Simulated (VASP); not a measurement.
# LaMg3 (P4mm) in VASP: relaxation of the atoms with LDA

Aim: the relaxation of the atoms of LaMg3 with LDA.

All numbers are computed with VASP 6.6.1; they aren't measurements. Logs are shortened: lines on timing, memory, paths and dates and some standing lists are left out, and cuts for length are marked.

## Step 1: The cell of the first run

It takes space group P4mm (No. 99, tetragonal). Conventional cell: a = 4.826 Å, b = 4.826 Å, c = 4.826 Å, α = 90.00°, β = 90.00°, γ = 90.00°. Within 4.4 Å of La (site symmetry 4mm) lie 12 Mg at 3.34 to 3.48 Å. Within 4.4 Å of Mg (site symmetry 2mm) lie 4 La at 3.34 to 3.48 Å and 8 Mg at 3.41 Å. Mg (site symmetry 4mm) has 8 Mg at 3.41 Å and 4 La at 3.41 Å within 4.5 Å.

## Step 2: Relaxation of the atoms, LDA

Input file INCAR:

```
PREC     = Accurate       # precision mode
ENCUT    = 520            # plane-wave cutoff, eV
EDIFF    = 1E-6           # SCF threshold, eV
ISMEAR   = -1             # smearing method
SIGMA    = 0.1            # smearing width, eV
LREAL    = F              # projectors in reciprocal space
LASPH    = T              # aspherical terms in the spheres
NELM     = 80             # most SCF steps
ALGO     = Normal         # electronic algorithm
ISIF     = 2              # what is computed and relaxed
LWAVE    = F              # write WAVECAR
LCHARG   = F              # write CHGCAR
GGA      = CA             # functional
IBRION   = 2              # ionic algorithm
NSW      = 80             # ionic steps
EDIFFG   = -0.01          # ionic threshold
```

Input file KPOINTS:

```
regular mesh
0
Gamma
  4 4 4
```

Input file POSCAR:

```
LaMg3
1.0
    4.8263130000      0.0000000000      0.0000000000
    0.0000000000      4.8263130000      0.0000000000
    0.0000000000      0.0000000000      4.8263130000
La Mg
1 3
Direct
    0.0207200000      0.0000000000      0.0000000000
    0.5000000000      0.5000000000      0.0000000000
    0.5000000000      0.0000000000      0.5000000000
    0.0000000000      0.5000000000      0.5000000000
```

Potentials or basis: VASP PAW LDA potentials, release 64 (La, Mg).

Started as:

```console
> cat potpaw_LDA.64/La/POTCAR potpaw_LDA.64/Mg/POTCAR > POTCAR
> mpirun -np 1 vasp_std > vasp.out
```

OUTCAR:

```text
PREC = Accurate
   ENCUT = 520
   EDIFF = 1E-6
   ISMEAR = -1
   LREAL = F
   LASPH = T
   NELM = 80
   ISIF = 2
   GGA = CA
   IBRION = 2
   NSW = 80
   EDIFFG = -0.01

 ion  position               nearest neighbor table
   1  0.021  0.000  0.000-   2 3.34   3 3.34   3 3.34   2 3.34   4 3.41   4 3.41   4 3.41   4 3.41
                             2 3.48   3 3.48   3 3.48   2 3.48
   2  0.500  0.500  0.000-   1 3.34   1 3.34   4 3.41   3 3.41   4 3.41   3 3.41   3 3.41   3 3.41
                             4 3.41   4 3.41   1 3.48   1 3.48
   3  0.500  0.000  0.500-   1 3.34   1 3.34   4 3.41   2 3.41   2 3.41   2 3.41   4 3.41   2 3.41
                             4 3.41   4 3.41   1 3.48   1 3.48
   4  0.000  0.500  0.500-   2 3.41   3 3.41   2 3.41   3 3.41   2 3.41   3 3.41   2 3.41   3 3.41
                             1 3.41   1 3.41   1 3.41   1 3.41

  LATTYP: Found a simple cubic cell.
 ALAT       =     4.8263130000

  Lattice vectors:

 A1 = (   4.8263130000,   0.0000000000,   0.0000000000)
 A2 = (   0.0000000000,   4.8263130000,   0.0000000000)
 A3 = (   0.0000000000,   0.0000000000,   4.8263130000)

Analysis of symmetry for initial positions (statically):
=====================================================================
 Subroutine PRICEL returns:
 Original cell was already a primitive cell.

 Routine SETGRP: Setting up the symmetry group for a
 simple cubic supercell.

 Subroutine GETGRP returns: Found  8 space group operations
 (whereof  8 operations were pure point group operations)
 out of a pool of 48 trial point group operations.

The static configuration has the point symmetry C_4v.

Analysis of symmetry for dynamics (positions and initial velocities):
=====================================================================
 Subroutine PRICEL returns:
 Original cell was already a primitive cell.

 Routine SETGRP: Setting up the symmetry group for a
 simple cubic supercell.

 Subroutine GETGRP returns: Found  8 space group operations
 (whereof  8 operations were pure point group operations)
 out of a pool of 48 trial point group operations.

The dynamic configuration has the point symmetry C_4v.

 Subroutine INISYM returns: Found  8 space group operations
 (whereof  8 operations are pure point group operations),
 and found     1 'primitive' translations

----------------------------------------------------------------------------------------

                                     Primitive cell

  volume of cell :     112.4207

  direct lattice vectors                    reciprocal lattice vectors
     4.826313000  0.000000000  0.000000000     0.207197503  0.000000000  0.000000000
     0.000000000  4.826313000  0.000000000     0.000000000  0.207197503  0.000000000
     0.000000000  0.000000000  4.826313000     0.000000000  0.000000000  0.207197503

  length of vectors
     4.826313000  4.826313000  4.826313000     0.207197503  0.207197503  0.207197503

  position of ions in fractional coordinates (direct lattice)
     0.020720000  0.000000000  0.000000000
     0.500000000  0.500000000  0.000000000
     0.500000000  0.000000000  0.500000000
     0.000000000  0.500000000  0.500000000

  ion indices of the primitive-cell ions
   primitive index   ion index
                 1           1
                 2           2
                 3           3
                 4           4

----------------------------------------------------------------------------------------

 KPOINTS: regular mesh

Automatic generation of k-mesh.
 Grid dimensions read from file:
 generate k-points for:    4    4    4

 Generating k-lattice:

  Cartesian coordinates                     Fractional coordinates (reciprocal lattice)
     0.051799376  0.000000000  0.000000000     0.250000000  0.000000000  0.000000000
     0.000000000  0.051799376  0.000000000     0.000000000  0.250000000  0.000000000
     0.000000000  0.000000000  0.051799376     0.000000000  0.000000000  0.250000000

  Length of vectors
     0.051799376  0.051799376  0.051799376

  Shift w.r.t. Gamma in fractional coordinates (k-lattice)
     0.000000000  0.000000000  0.000000000

 Subroutine IBZKPT returns following result:
 ===========================================

 Found     18 irreducible k-points:

 Following reciprocal coordinates:
            Coordinates               Weight
  0.000000  0.000000  0.000000      1.000000
  0.250000  0.000000  0.000000      2.000000
  0.000000  0.250000  0.000000      4.000000
  0.500000  0.000000  0.000000      1.000000
  0.000000  0.500000  0.000000      2.000000
  0.250000  0.250000  0.000000      8.000000
[... 10 lines left out ...]
  0.250000  0.500000  0.500000      2.000000
  0.500000  0.500000  0.500000      1.000000
   k-points           NKPTS =     18   k-points in BZ     NKDIM =     18   number of bands    NBANDS=     12
   number of dos      NEDOS =    301   number of ions     NIONS =      4
   total plane-waves  NPLWV =  46656
   dimension x,y,z NGX =    36 NGY =   36 NGZ =   36
   dimension x,y,z NGXF=    72 NGYF=   72 NGZF=   72
   ions per type =               1   3
   NGX,Y,Z   is equivalent  to a cutoff of  12.40, 12.40, 12.40 a.u.
   NGXF,Y,Z  is equivalent  to a cutoff of  24.80, 24.80, 24.80 a.u.
 SYSTEM =  unknown system
   PREC   = accura    normal or accurate (medium, high low for compatibility)
   ISTART =      0    job   : 0-new  1-cont  2-samecut
   ICHARG =      2    charge: 1-file 2-atom 10-const
   ISPIN  =      1    spin polarized calculation?
   LNONCOLLINEAR =      F non collinear calculations
   LSORBIT =      F    spin-orbit coupling
   LASPH  =      T    aspherical Exc in radial PAW
   ENCUT  =  520.0 eV  38.22 Ry    6.18 a.u.   8.97  8.97  8.97*2*pi/ulx,y,z
   NELM   =     80;   NELMIN=  2; NELMDL= -5     # of ELM steps
   EDIFF  = 0.1E-05   stopping-criterion for ELM
   LREAL  =      F    real-space projection
   EDIFFG = -.1E-01   stopping-criterion for IOM
   NSW    =     80    number of steps for IOM
   IBRION =      2    ionic relax: 0-MD 1-quasi-New 2-CG
   NFREE  =      1    steps in history (QN), initial steepest desc. (CG)
   ISIF   =      2    stress and relaxation
   ISYM   =      2    0-nonsym 1-usesym 2-fastsym
   POTIM  = 0.5000    time-step for ionic-motion
   TEBEG  =    0.0;   TEEND  =   0.0 temperature during run
   PSTRESS=    0.0 pullay stress
   NELECT =      17.0000    total number of electrons
   NUPDOWN=      -1.0000    fix difference up-down
   EMIN   =  10.00;   EMAX   =-10.00  energy-range for DOS
   EFERMI =   0.00;   METHOD = LEGACY
   ISMEAR =    -1;   SIGMA  =   0.10  broadening in eV -4-tet -1-fermi 0-gaus
   EFERMI_NEDOS =   21; number of points for ismear=-14 and -15
   IALGO  =     38    algorithm
   IMIX   =      4    mixing-type and parameters
     AMIX     =   0.40;   BMIX     =  1.00
     AMIX_MAG =   1.60;   BMIX_MAG =  1.00
  volume/ion in A,a.u.               =      28.11       189.66
  Fermi-wavevector in a.u.,A,eV,Ry     =   0.872186  1.648192 10.350060  0.760708
  Thomas-Fermi vector in A             =   1.991399
   LORBIT       =      0    0 simple, 1 ext, 2 COOP (PROOUT), +10 PAW based schemes
   GGA     = CA    functional components
   LHFCALC =     F    Hartree Fock is set to
   AEXX    =    0.0000 exact exchange contribution
   IVDW    =     0    specifies the selected vdW correction
   LEPSILON=     F    determine dielectric tensor
   LRPA    =     F    only Hartree local field effects (RPA)
 conjugate gradient relaxation of ions
 non-spin polarized calculation
  energy-cutoff  :      520.00
  volume of cell :      112.42
 maximum number of plane-waves:      3050
 NGX is ok and might be reduce to    36
   NGX = 17   NGY = 17   NGZ = 17

--------------------------------------- Ionic step        1  -------------------------------------------

 number of electron      16.9999999 magnetization

 Free energy of the ion-electron system (eV)
  ---------------------------------------------------
  ext. energy  EPLUGINS =         0.00000000
  ---------------------------------------------------
  free energy    TOTEN  =       -11.12224004 eV

  energy without entropy =      -10.95068044  energy(sigma->0) =      -11.03646024

------------------------ aborting loop because EDIFF is reached ----------------------------------------

  FORCE on cell =-STRESS in cart. coord.  units (eV):
  Direction    XX          YY          ZZ          XY          YZ          ZX
  --------------------------------------------------------------------------------------
  -------------------------------------------------------------------------------------
  Total       -1.7299709     -1.7019751     -1.7019751      0.0000000     -0.0000000     -0.0000000
  in kB      -24.6548822    -24.2558962    -24.2558962      0.0000000     -0.0000000     -0.0000000
  external PRESSURE =     -24.3888915 kB  Pullay stress =       0.0000000 kB

 VOLUME and BASIS-vectors are now :
 -----------------------------------------------------------------------------
  energy-cutoff  :      520.00
  volume of cell :      112.42
      direct lattice vectors                 reciprocal lattice vectors
     4.826313000  0.000000000  0.000000000     0.207197503  0.000000000  0.000000000
     0.000000000  4.826313000  0.000000000     0.000000000  0.207197503  0.000000000
     0.000000000  0.000000000  4.826313000     0.000000000  0.000000000  0.207197503
[... 229 lines left out ...]
 POSITION                                       TOTAL-FORCE (eV/Angst)
 -----------------------------------------------------------------------------------
      0.02829      0.00000      0.00000        -0.008813      0.000000     -0.000000
      2.44088      2.41316      0.00000        -0.002145      0.000000      0.000000
      2.44088      0.00000      2.41316        -0.002145     -0.000000      0.000000
      0.01625      2.41316      2.41316         0.013102      0.000000     -0.000000
 -----------------------------------------------------------------------------------
    total drift:                                0.001314      0.000000      0.000000

  FREE ENERGIE OF THE ION-ELECTRON SYSTEM (eV)
  ---------------------------------------------------
  free  energy   TOTEN  =       -11.1445227083 eV

  energy  without entropy=      -10.9727755241  energy(sigma->0) =      -11.05864912

--------------------------------------- Ionic step        8  -------------------------------------------

 number of electron      16.9999999 magnetization

 Free energy of the ion-electron system (eV)
  ---------------------------------------------------
  ext. energy  EPLUGINS =         0.00000000
  ---------------------------------------------------
  free energy    TOTEN  =       -11.14459601 eV

  energy without entropy =      -10.97285329  energy(sigma->0) =      -11.05872465

 E-fermi :   3.6794     XC(G=0):  -8.8440

 val. band max:        3.5009537791   @ k =   0.5000   0.2500   0.2500
 cond. band min:       3.7258952213   @ k =   0.5000   0.2500   0.0000
 fundamental gap:      0.2249414422
 Fermi energy:         3.6793547491

 k-point     1 :       0.0000    0.0000    0.0000
  band No.  band energies     occupation
      1     -28.9689      2.00000
      2     -12.6902      2.00000
      3     -12.6902      2.00000
      4     -12.6902      2.00000
      5      -1.8212      2.00000
      6       2.5246      1.99998
      7       2.5246      1.99998
      8       4.2823      0.00480
      9       4.2823      0.00480
     10       4.2823      0.00480
     11       5.1777      0.00000
     12       5.1777      0.00000

 k-point     2 :       0.2500    0.0000    0.0000
  band No.  band energies     occupation
      1     -28.9675      2.00000
      2     -12.7375      2.00000
      3     -12.6863      2.00000
      4     -12.6863      2.00000
      5      -1.3422      2.00000
      6       1.6606      2.00000
      7       2.7895      1.99973
      8       3.8238      0.38173
      9       3.8238      0.38173
     10       4.4136      0.00129
     11       5.0181      0.00000
     12       5.0844      0.00000
[... 260 lines left out ...]
 POSITION                                       TOTAL-FORCE (eV/Angst)
 -----------------------------------------------------------------------------------
      0.02593      0.00000      4.82631        -0.006606     -0.000000      0.000000
      2.43739      2.41316      4.82631         0.003519      0.000000     -0.000000
      2.43739      4.82631      2.41316         0.003519      0.000000     -0.000000
      0.02560      2.41316      2.41316        -0.000432      0.000000      0.000000
 -----------------------------------------------------------------------------------
    total drift:                               -0.000043      0.000000      0.000000

  FREE ENERGIE OF THE ION-ELECTRON SYSTEM (eV)
  ---------------------------------------------------
  free  energy   TOTEN  =       -11.1445960120 eV

  energy  without entropy=      -10.9728532948  energy(sigma->0) =      -11.05872465

 reached required accuracy - stopping structural energy minimisation
```

It took 1.8 min on 1 thread of Intel Xeon Platinum 8259CL at 2.50GHz (Skylake/Cascade Lake), shared host; peak memory 0.2 GiB.

What came out:

* Free energy: -11.1446 eV
* Energy gained by relaxing: 5.6 meV/atom
* Ionic steps: 8
* Pressure after relaxing: -2.5 GPa
* Largest force after relaxing: 0.007 eV/Å
* Band gap on the k mesh: zero (an odd number of electrons rules out a gap without spin polarisation)

Forces in eV/Å, atoms in the order of the input:
```
La  -0.007  0.000  0.000
Mg   0.004  0.000  0.000
Mg   0.004  0.000  0.000
Mg   0.000  0.000  0.000
```

Step by step:
| step | energy change (eV) | largest force (eV/Å) | pressure (GPa) |
| --- | --- | --- | --- |
| 1 | 0.0000 | 0.4471 | -2.44 |
| 2 | -0.0114 | 0.3115 | -2.47 |
| 3 | -0.0220 | 0.0437 | -2.49 |
| 4 | -0.0221 | 0.0217 | -2.49 |
| 5 | -0.0221 | 0.0232 | -2.49 |
| 6 | -0.0222 | 0.0202 | -2.49 |
| 7 | -0.0223 | 0.0131 | -2.49 |
| 8 | -0.0224 | 0.0066 | -2.49 |

Final structure:
```cif
data_structure
_symmetry_space_group_name_H-M 'P 1'
_symmetry_Int_Tables_number 1
_cell_length_a 4.8263
_cell_length_b 4.8263
_cell_length_c 4.8263
_cell_angle_alpha 90.000
_cell_angle_beta 90.000
_cell_angle_gamma 90.000
_cell_volume 112.42
loop_
_atom_site_label
_atom_site_type_symbol
_atom_site_fract_x
_atom_site_fract_y
_atom_site_fract_z
_atom_site_occupancy
La1 La 0.00537 0.00000 0.00000 1
Mg1 Mg 0.50502 0.50000 0.00000 1
Mg2 Mg 0.50502 0.00000 0.50000 1
Mg3 Mg 0.00530 0.50000 0.50000 1
```

Levels at points of the mesh, in eV from the Fermi level:
```
           k point  band 4  band 5  band 6  band 7  band 8  band 9  band 10  band 11  band 12
(0.00, 0.00, 0.00)  -16.37   -5.50   -1.15   -1.15    0.60    0.60     0.60     1.50     1.50
(0.50, 0.00, 0.00)  -16.36   -3.78   -3.68   -0.50   -0.19   -0.19     1.01     1.42     1.42
(0.00, 0.50, 0.00)  -16.36   -3.78   -3.68   -0.50   -0.19   -0.19     1.01     1.42     1.42
(0.50, 0.50, 0.00)  -16.35   -3.36   -1.94   -1.94   -1.76    0.41     0.41     1.38     1.46
(0.00, 0.50, 0.50)  -16.35   -3.36   -1.94   -1.94   -1.76    0.41     0.41     1.38     1.46
(0.50, 0.50, 0.50)  -16.44   -2.28   -2.28   -2.28   -1.33    0.16     0.16     0.16     1.68
```

Caveat: spin-orbit coupling is left out, which moves the levels of the heavy elements.

The gap in the log of VASP goes by the Fermi energy; the results here count the filled bands.